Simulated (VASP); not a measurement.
# Hg (I4/mmm) in VASP: single point with PBE+D3(BJ)

Aim: the single point of Hg with PBE+D3(BJ).

Program: VASP 6.6.1. These are calculated values, not measurements. Logs are shortened: lines on timing, memory, paths and dates and some standing lists are left out, and cuts for length are marked.

## Step 1: The cell of the first run

Symmetry: I4/mmm, No. 139, tetragonal system. Conventional cell: a = 3.932 Å, b = 3.932 Å, c = 3.785 Å, α = 90.00°, β = 90.00°, γ = 90.00°. Hg (site symmetry 4/mmm) has 14 Hg at 3.36 to 3.93 Å within 4.4 Å.

## Step 2: Single point, PBE+D3(BJ) (strain -0.050 along x and y, +0.050 along z)

INCAR

```
PREC = Accurate
ENCUT = 520
EDIFF = 1E-7
ISMEAR = 0
SIGMA = 0.15
LREAL = F
LASPH = T
NELM = 80
ALGO = Fast
ISIF = 2
LWAVE = F
LCHARG = F
GGA = PE
IVDW = 12
NBANDS = 12
```

KPOINTS

```
regular mesh
0
Gamma
  18 18 18
```

POSCAR

```
Hg
1.0
   -1.9662102500      1.9662102500      1.8923709000
    1.9662102500     -1.9662102500      1.8923709000
    1.9662102500      1.9662102500     -1.8923709000
Hg
1
Direct
    0.0000000000      0.0000000000      0.0000000000
```

Potentials or basis: VASP PAW PBE potentials, release 64 (Hg).

The run is started by

```console
cat potpaw_PBE.64/Hg/POTCAR > POTCAR
mpirun -np 1 vasp_std > vasp.out
```

OUTCAR:

```text
PREC = Accurate
   ENCUT = 520
   EDIFF = 1E-7
   ISMEAR = 0
   LREAL = F
   LASPH = T
   NELM = 80
   ISIF = 2
   GGA = PE
   IVDW = 12
 IVDW          = 12

 ion  position               nearest neighbor table
   1  0.000  0.000  0.000-

  LATTYP: Found a body centered tetragonal cell.
 ALAT       =     3.9324205000
 C/A-ratio  =     0.9624458524

  Lattice vectors:

 A1 = (  -1.9662102500,   1.9662102500,   1.8923709000)
 A2 = (   1.9662102500,  -1.9662102500,   1.8923709000)
 A3 = (   1.9662102500,   1.9662102500,  -1.8923709000)

Analysis of symmetry for initial positions (statically):
=====================================================================
 Subroutine PRICEL returns:
 Original cell was already a primitive cell.

 Routine SETGRP: Setting up the symmetry group for a
 body centered tetragonal supercell.

 Subroutine GETGRP returns: Found 16 space group operations
 (whereof 16 operations were pure point group operations)
 out of a pool of 16 trial point group operations.

The static configuration has the point symmetry D_4h.

Analysis of symmetry for dynamics (positions and initial velocities):
=====================================================================
 Subroutine PRICEL returns:
 Original cell was already a primitive cell.

 Routine SETGRP: Setting up the symmetry group for a
 body centered tetragonal supercell.

 Subroutine GETGRP returns: Found 16 space group operations
 (whereof 16 operations were pure point group operations)
 out of a pool of 16 trial point group operations.

The dynamic configuration has the point symmetry D_4h.

 Subroutine INISYM returns: Found 16 space group operations
 (whereof 16 operations are pure point group operations),
 and found     1 'primitive' translations

----------------------------------------------------------------------------------------

                                     Primitive cell

  volume of cell :      29.2635

  direct lattice vectors                    reciprocal lattice vectors
    -1.966210250  1.966210250  1.892370900     0.000000000  0.254296304  0.264218817
     1.966210250 -1.966210250  1.892370900     0.254296304  0.000000000  0.264218817
     1.966210250  1.966210250 -1.892370900     0.254296304  0.254296304  0.000000000

  length of vectors
     3.363485263  3.363485263  3.363485263     0.366712685  0.366712685  0.359629282

  position of ions in fractional coordinates (direct lattice)
     0.000000000  0.000000000  0.000000000

  ion indices of the primitive-cell ions
   primitive index   ion index
                 1           1

----------------------------------------------------------------------------------------

 KPOINTS: regular mesh

Automatic generation of k-mesh.
 Grid dimensions read from file:
 generate k-points for:   18   18   18

 Generating k-lattice:

  Cartesian coordinates                     Fractional coordinates (reciprocal lattice)
     0.000000000  0.014127572  0.014678823     0.055555556  0.000000000 -0.000000000
     0.014127572  0.000000000  0.014678823     0.000000000  0.055555556 -0.000000000
     0.014127572  0.014127572  0.000000000     0.000000000  0.000000000  0.055555556

  Length of vectors
     0.020372927  0.020372927  0.019979405

  Shift w.r.t. Gamma in fractional coordinates (k-lattice)
     0.000000000  0.000000000  0.000000000

 Subroutine IBZKPT returns following result:
 ===========================================

 Found    480 irreducible k-points:

 Following reciprocal coordinates:
            Coordinates               Weight
  0.000000  0.000000  0.000000      1.000000
  0.055556 -0.000000  0.000000      8.000000
  0.111111 -0.000000  0.000000      8.000000
  0.166667  0.000000  0.000000      8.000000
  0.222222  0.000000  0.000000      8.000000
  0.277778  0.000000  0.000000      8.000000
[... 16 lines left out ...]
 -0.277778  0.055556 -0.000000     16.000000
 -0.222222  0.055556  0.000000     16.000000
 [... further k-points ...]
   k-points           NKPTS =    480   k-points in BZ     NKDIM =    480   number of bands    NBANDS=     12
   number of dos      NEDOS =    301   number of ions     NIONS =      1
   total plane-waves  NPLWV =  21952
   dimension x,y,z NGX =    28 NGY =   28 NGZ =   28
   dimension x,y,z NGXF=    56 NGYF=   56 NGZF=   56
   ions per type =               1
   NGX,Y,Z   is equivalent  to a cutoff of  13.84, 13.84, 13.84 a.u.
   NGXF,Y,Z  is equivalent  to a cutoff of  27.68, 27.68, 27.68 a.u.
 SYSTEM =  unknown system
   PREC   = accura    normal or accurate (medium, high low for compatibility)
   ISTART =      0    job   : 0-new  1-cont  2-samecut
   ICHARG =      2    charge: 1-file 2-atom 10-const
   ISPIN  =      1    spin polarized calculation?
   LNONCOLLINEAR =      F non collinear calculations
   LSORBIT =      F    spin-orbit coupling
   LASPH  =      T    aspherical Exc in radial PAW
   ENCUT  =  520.0 eV  38.22 Ry    6.18 a.u.   6.25  6.25  6.25*2*pi/ulx,y,z
   NELM   =     80;   NELMIN=  2; NELMDL= -5     # of ELM steps
   EDIFF  = 0.1E-06   stopping-criterion for ELM
   LREAL  =      F    real-space projection
   EDIFFG = 0.1E-05   stopping-criterion for IOM
   NSW    =      0    number of steps for IOM
   IBRION =     -1    ionic relax: 0-MD 1-quasi-New 2-CG
   NFREE  =      0    steps in history (QN), initial steepest desc. (CG)
   ISIF   =      2    stress and relaxation
   ISYM   =      2    0-nonsym 1-usesym 2-fastsym
   POTIM  = 0.5000    time-step for ionic-motion
   TEBEG  =    0.0;   TEEND  =   0.0 temperature during run
   PSTRESS=    0.0 pullay stress
   NELECT =      12.0000    total number of electrons
   NUPDOWN=      -1.0000    fix difference up-down
   EMIN   =  10.00;   EMAX   =-10.00  energy-range for DOS
   EFERMI =   0.00;   METHOD = LEGACY
   ISMEAR =     0;   SIGMA  =   0.15  broadening in eV -4-tet -1-fermi 0-gaus
   EFERMI_NEDOS =   21; number of points for ismear=-14 and -15
   IALGO  =     68    algorithm
   IMIX   =      4    mixing-type and parameters
     AMIX     =   0.40;   BMIX     =  1.00
     AMIX_MAG =   1.60;   BMIX_MAG =  1.00
  volume/ion in A,a.u.               =      29.26       197.48
  Fermi-wavevector in a.u.,A,eV,Ry     =   1.216260  2.298399 20.126950  1.479289
  Thomas-Fermi vector in A             =   2.351620
   LORBIT       =      0    0 simple, 1 ext, 2 COOP (PROOUT), +10 PAW based schemes
   GGA     = PE    functional components
   LHFCALC =     F    Hartree Fock is set to
   AEXX    =    0.0000 exact exchange contribution
   IVDW    =    12    specifies the selected vdW correction
   LEPSILON=     F    determine dielectric tensor
   LRPA    =     F    only Hartree local field effects (RPA)
 non-spin polarized calculation
 RMM-DIIS sequential band-by-band and
 Gauss-broadening in eV      SIGMA  =   0.15
  energy-cutoff  :      520.00
  volume of cell :       29.26
 maximum number of plane-waves:       808
 NGX is ok and might be reduce to    28
   NGX = 13   NGY = 13   NGZ = 13

 number of electron      12.0000000 magnetization

 Free energy of the ion-electron system (eV)
  ---------------------------------------------------
  ext. energy  EPLUGINS =         0.00000000
  ---------------------------------------------------
  free energy    TOTEN  =        -0.18153540 eV

  energy without entropy =       -0.17923113  energy(sigma->0) =       -0.18038326

 E-fermi :   1.2104     XC(G=0):  -9.6998

 val. band max:        1.2039867846   @ k =  -0.4444   0.5000   0.3333
 cond. band min:       1.2367347679   @ k =  -0.4444  -0.4444   0.0556
 fundamental gap:      0.0327479833
 Fermi energy:         1.2103520602

 k-point     1 :       0.0000    0.0000    0.0000
  band No.  band energies     occupation
      1      -6.2188      2.00000
      2      -5.3123      2.00000
      3      -5.2389      2.00000
      4      -5.2389      2.00000
      5      -4.7246      2.00000
      6      -4.6472      2.00000
      7      14.5472      0.00000
      8      14.5472      0.00000
      9      15.0797      0.00000
     10      15.6846      0.00000
     11      15.6846      0.00000
     12      16.0253      0.00000

 k-point     2 :       0.0556   -0.0000    0.0000
  band No.  band energies     occupation
      1      -6.1483      2.00000
      2      -5.3066      2.00000
      3      -5.2347      2.00000
      4      -5.2270      2.00000
      5      -4.7249      2.00000
      6      -4.6550      2.00000
      7      14.0312      0.00000
      8      14.2926      0.00000
      9      14.5669      0.00000
     10      15.4543      0.00000
     11      15.6126      0.00000
     12      15.9276      0.00000

 k-point     3 :       0.1111   -0.0000    0.0000
  band No.  band energies     occupation
      1      -5.9483      2.00000
      2      -5.3187      2.00000
      3      -5.2136      2.00000
      4      -5.1632      2.00000
      5      -4.7268      2.00000
      6      -4.6724      2.00000
      7      12.3711      0.00000
      8      13.6340      0.00000
      9      13.8326      0.00000
     10      15.0553      0.00000
     11      15.4676      0.00000
     12      16.0832      0.00000

 k-point     4 :       0.1667    0.0000    0.0000
  band No.  band energies     occupation
      1      -5.6893      2.00000
      2      -5.3551      2.00000
      3      -5.1129      2.00000
      4      -5.0439      2.00000
      5      -4.7331      2.00000
      6      -4.6841      2.00000
      7      10.4248      0.00000
      8      12.7851      0.00000
      9      13.0666      0.00000
     10      14.6531      0.00000
     11      15.3133      0.00000
     12      16.4728      0.00000

 k-point     5 :       0.2222    0.0000    0.0000
  band No.  band energies     occupation
      1      -5.5616      2.00000
      2      -5.4033      2.00000
      3      -4.8879      2.00000
      4      -4.7752      2.00000
      5      -4.7131      2.00000
      6      -4.6824      2.00000
      7       8.4829      0.00000
      8      11.9042      0.00000
      9      12.3305      0.00000
     10      14.3227      0.00000
     11      15.1703      0.00000
     12      17.0288      0.00000
[... 228 lines left out ...]
      1      -5.6358      2.00000
      2      -5.5134      2.00000
      3      -4.7281      2.00000
      4      -4.6752      2.00000
      5      -4.4925      2.00000
      6      -2.7602      2.00000
      7       4.0701      0.00000
      8       9.6095      0.00000
      9      10.7815      0.00000
     10      14.2038      0.00000
     11      15.3573      0.00000
     12      19.0270      0.00000

 k-point    22 :      -0.3333    0.0556    0.0000
  band No.  band energies     occupation
      1      -5.5745      2.00000
      2      -5.4694      2.00000
      3      -4.7455      2.00000
      4      -4.6951      2.00000
      5      -4.6546      2.00000
      6      -3.6447      2.00000
      7       5.7655      0.00000
      8      10.1602      0.00000
      9      11.2606      0.00000
     10      14.3482      0.00000
     11      15.4968      0.00000
     12      18.1339      0.00000

 k-point    23 :      -0.2778    0.0556   -0.0000
  band No.  band energies     occupation
      1      -5.5296      2.00000
      2      -5.4190      2.00000
      3      -4.8715      2.00000
      4      -4.7604      2.00000
      5      -4.6905      2.00000
      6      -4.3474      2.00000
      7       7.5629      0.00000
      8      10.8345      0.00000
      9      11.8828      0.00000
     10      14.5474      0.00000
     11      15.6766      0.00000
     12      17.3442      0.00000

 k-point    24 :      -0.2222    0.0556    0.0000
  band No.  band energies     occupation
      1      -5.5663      2.00000
      2      -5.3689      2.00000
      3      -5.0956      2.00000
      4      -4.8401      2.00000
      5      -4.7636      2.00000
      6      -4.6582      2.00000
      7       9.4263      0.00000
      8      11.6065      0.00000
      9      12.6230      0.00000
     10      14.7909      0.00000
     11      15.8731      0.00000
     12      16.6939      0.00000

 [... further k-points ...]

------------------------ aborting loop because EDIFF is reached ----------------------------------------

 Edisp (eV)   -0.35934

 E8    (eV) :    -0.1639

  FORCE on cell =-STRESS in cart. coord.  units (eV):
  Direction    XX          YY          ZZ          XY          YZ          ZX
  --------------------------------------------------------------------------------------
  -------------------------------------------------------------------------------------
  Total      -0.34516    -0.34516    -0.32025     0.00000     0.00000     0.00000
  in kB     -18.89744   -18.89744   -17.53389     0.00000     0.00000     0.00000
  external pressure =      -18.44 kB  Pullay stress =        0.00 kB

 VOLUME and BASIS-vectors are now :
 -----------------------------------------------------------------------------
  energy-cutoff  :      520.00
  volume of cell :       29.26
      direct lattice vectors                 reciprocal lattice vectors
    -1.966210250  1.966210250  1.892370900     0.000000000  0.254296304  0.264218817
     1.966210250 -1.966210250  1.892370900     0.254296304  0.000000000  0.264218817
     1.966210250  1.966210250 -1.892370900     0.254296304  0.254296304  0.000000000

 POSITION                                       TOTAL-FORCE (eV/Angst)
 -----------------------------------------------------------------------------------
      0.00000      0.00000      0.00000         0.000000      0.000000      0.000000
 -----------------------------------------------------------------------------------
    total drift:                               -0.000000     -0.000000     -0.000000

  FREE ENERGIE OF THE ION-ELECTRON SYSTEM (eV)
  ---------------------------------------------------
  free  energy   TOTEN  =        -0.5408789233 eV

  energy  without entropy=       -0.5385746559  energy(sigma->0) =       -0.53972679
```

Run time: 63 s. Hardware: 1 thread of Intel Xeon 6975P-C (Granite Rapids), shared host; peak memory 0.3 GiB.

What came out:

```yaml
Free_energy: -0.5409 eV
Pressure: -1.8 GPa
Band_gap_on_the_k_mesh: zero (band 6 reaches 2.96 eV, above the bottom of band 7 at 0.60 eV)
Dispersion_energy_per_atom: -0.359 eV
```

Caveat: the cell differs from its parent crystal (strain -0.050 along x and y, +0.050 along z); spin-orbit coupling is left out, which moves the levels of the heavy elements; pairwise dispersion overbinds metals, which lowers pressure and volume.
